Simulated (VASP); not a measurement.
# TiAl (P-6m2) in VASP: a series of runs, part 2 of 2

VASP 6.6.1. The steps go on from the part before.

## 3. Single point, r2SCAN

This run uses another cell than the first one, of the same volume but with other edges.

Input file POSCAR:

```
TiAl
1.0
    2.9078977880      0.0000000000      0.0000000000
   -1.4539488940      2.5183133560      0.0000000000
    0.0000000000      0.0000000000      4.5094589681
Ti Al
1 1
Direct
    0.0000000000      0.0000000000      0.0000000000
    0.3333333333      0.6666666667      0.5000000000
```

Input file INCAR.step1:

```
ALGO = Normal
EDIFF = 1E-4
ENCUT = 520
GGA = PE
ISMEAR = 0
LASPH = True
LCHARG = False
LREAL = False
LWAVE = True
NBANDS = 14
NELM = 80
PREC = Accurate
SIGMA = 0.15
```

Input file INCAR.step2:

```
ALGO = Normal
EDIFF = 1E-7
ENCUT = 520
ISIF = 2
ISMEAR = 0
ISTART = 1
LASPH = True
LCHARG = False
LMIXTAU = True
LREAL = False
LWAVE = False
METAGGA = R2SCAN
NBANDS = 14
NELM = 80
PREC = Accurate
SIGMA = 0.15
```

Input file KPOINTS:

```
k-points
0
Gamma
  24 24 14
```

Potentials or basis: VASP PAW PBE potentials, release 64 (Ti_sv, Al).

Command:

```console
$ cat potpaw_PBE.64/Ti_sv/POTCAR potpaw_PBE.64/Al/POTCAR > POTCAR
$ cp INCAR.step1 INCAR
$ mpirun -np 1 vasp_std > vasp.out
$ cp INCAR.step2 INCAR
$ mpirun -np 1 vasp_std > vasp.out
```

OUTCAR:

```text
EDIFF = 1E-7
   ENCUT = 520
   ISIF = 2
   ISMEAR = 0
   ISTART = 1
   LASPH = True
   LREAL = False
   METAGGA = R2SCAN
   NELM = 80
   PREC = Accurate

 ion  position               nearest neighbor table
   1  0.000  0.000  0.000-   2 2.81   2 2.81   2 2.81   2 2.81   2 2.81   2 2.81
   2  0.333  0.667  0.500-   1 2.81   1 2.81   1 2.81   1 2.81   1 2.81   1 2.81

  LATTYP: Found a hexagonal cell.
 ALAT       =     2.9078977880
 C/A-ratio  =     1.5507625429

  Lattice vectors:

 A1 = (   2.9078977880,   0.0000000000,   0.0000000000)
 A2 = (  -1.4539488940,   2.5183133560,   0.0000000000)
 A3 = (   0.0000000000,   0.0000000000,   4.5094589681)

Analysis of symmetry for initial positions (statically):
=====================================================================
 Subroutine PRICEL returns:
 Original cell was already a primitive cell.

 Routine SETGRP: Setting up the symmetry group for a
 hexagonal supercell.

 Subroutine GETGRP returns: Found 12 space group operations
 (whereof 12 operations were pure point group operations)
 out of a pool of 24 trial point group operations.

The static configuration has the point symmetry D_3h.
[... 176 lines left out ...]
      6       5.6603      2.00000
      7       6.2458      2.00000
      8       9.2866      0.00000
      9       9.2866      0.00000
     10      10.8015      0.00000
     11      10.8015      0.00000
     12      12.7551      0.00000
     13      21.0768      0.00000
     14      21.0768      0.00000
[... 377 lines left out ...]
      1     -50.8962      2.00000
      2     -26.3891      2.00000
      3     -26.1800      2.00000
      4     -25.9899      2.00000
      5       3.7421      2.00000
      6       4.9536      2.00000
      7       6.4000      2.00000
      8       6.9842      2.00000
      9      10.0199      0.00000
     10      11.8001      0.00000
     11      12.3045      0.00000
     12      12.5670      0.00000
     13      13.9010      0.00000
     14      15.4847      0.00000

 [... further k-points ...]

------------------------ aborting loop because EDIFF is reached ----------------------------------------

  FORCE on cell =-STRESS in cart. coord.  units (eV):
  Direction    XX          YY          ZZ          XY          YZ          ZX
  --------------------------------------------------------------------------------------
  -------------------------------------------------------------------------------------
  Total       -0.2254829     -0.2254829      0.9327412      0.0000000      0.0000000      0.0000000
  in kB      -10.9398356    -10.9398356     45.2541480      0.0000000      0.0000000      0.0000000
  external PRESSURE =       7.7914923 kB  Pullay stress =       0.0000000 kB

 VOLUME and BASIS-vectors are now :
 -----------------------------------------------------------------------------
  energy-cutoff  :      520.00
  volume of cell :       33.02
      direct lattice vectors                 reciprocal lattice vectors
     2.907897788  0.000000000  0.000000000     0.343891042  0.198545586  0.000000000
    -1.453948894  2.518313356  0.000000000     0.000000000  0.397091171  0.000000000
     0.000000000  0.000000000  4.509458968     0.000000000  0.000000000  0.221756092

 POSITION                                       TOTAL-FORCE (eV/Angst)
 -----------------------------------------------------------------------------------
      0.00000      0.00000      0.00000         0.000000      0.000000      0.000000
     -0.00000      1.67888      2.25473        -0.000000     -0.000000      0.000000
 -----------------------------------------------------------------------------------
    total drift:                               -0.000003      0.000002      0.000000

  FREE ENERGIE OF THE ION-ELECTRON SYSTEM (eV)
  ---------------------------------------------------
  free  energy   TOTEN  =       -20.2325025914 eV

  energy  without entropy=      -20.2043016079  energy(sigma->0) =      -20.21840210
```

OUTCAR.step1:

```text
EDIFF = 1E-4
   ENCUT = 520
   GGA = PE
   ISMEAR = 0
   LASPH = True
[... 630 lines left out ...]
 -----------------------------------------------------------------------------------
      0.00000      0.00000      0.00000        -0.000000      0.000000      0.000000
     -0.00000      1.67888      2.25473         0.000000      0.000000      0.000000
 -----------------------------------------------------------------------------------
    total drift:                                0.000000     -0.000000      0.000000

  FREE ENERGIE OF THE ION-ELECTRON SYSTEM (eV)
  ---------------------------------------------------
  free  energy   TOTEN  =       -12.0806844289 eV

  energy  without entropy=      -12.0491001789  energy(sigma->0) =      -12.06489230
```

OSZICAR.step1:

```text
N       E                     dE             d eps       ncg     rms          rms(c)
DAV:   1     0.994107520233E+02    0.99411E+02   -0.71166E+03 13682   0.108E+03
DAV:   2    -0.790843379503E+01   -0.10732E+03   -0.10320E+03 14162   0.298E+02
DAV:   3    -0.135232275743E+02   -0.56148E+01   -0.54914E+01 20694   0.656E+01
DAV:   4    -0.136908709269E+02   -0.16764E+00   -0.16734E+00 15476   0.101E+01
DAV:   5    -0.136966647566E+02   -0.57938E-02   -0.57934E-02 20342   0.177E+00    0.937E+00
DAV:   6    -0.123485464298E+02    0.13481E+01   -0.64275E+00 15446   0.307E+01    0.369E+00
DAV:   7    -0.121061294549E+02    0.24242E+00   -0.74763E-01 14956   0.100E+01    0.195E+00
DAV:   8    -0.120873999263E+02    0.18730E-01   -0.17142E-01 15568   0.478E+00    0.890E-01
DAV:   9    -0.120852605240E+02    0.21394E-02   -0.69173E-02 14734   0.369E+00    0.517E-01
DAV:  10    -0.120806628037E+02    0.45977E-02   -0.10085E-02 14896   0.131E+00    0.805E-02
DAV:  11    -0.120806977377E+02   -0.34934E-04   -0.14024E-03 18496   0.379E-01    0.683E-02
DAV:  12    -0.120806844289E+02    0.13309E-04   -0.53082E-05  8522   0.774E-02
   1 F= -.12080684E+02 E0= -.12064892E+02  d E =-.315843E-01
```

It took 13 min on 1 thread of Intel Xeon 8259CL, shared host; peak memory 0.36 GiB.

What came out:

- Free energy: -20.2325 eV
- Pressure: 0.8 GPa
- Band gap on the k mesh: zero (an odd number of electrons rules out a gap without spin polarisation)

Levels at points of the mesh, in eV from the Fermi level:
```csv
k point,band 4,band 5,band 6,band 7,band 8,band 9,band 10,band 11,band 12,band 13
"(0.00, 0.00, 0.00)",-33.75,-9.39,-2.23,-1.64,1.40,1.40,2.92,2.92,4.87,13.19
"(0.50, 0.00, 0.00)",-33.87,-4.01,-3.12,-1.51,-0.93,2.23,4.06,4.42,4.58,5.93
"(0.00, 0.00, 0.50)",-33.75,-8.30,-5.54,-0.14,1.42,1.42,2.80,2.80,7.99,12.55
"(0.50, 0.00, 0.50)",-33.87,-3.90,-2.50,-1.90,0.33,1.15,1.95,3.66,4.06,6.75
```

Caveat: the stress differs along the axes, from -1 to 5 GPa; the PAW data sets were made with another functional, which shifts forces and pressure a little.
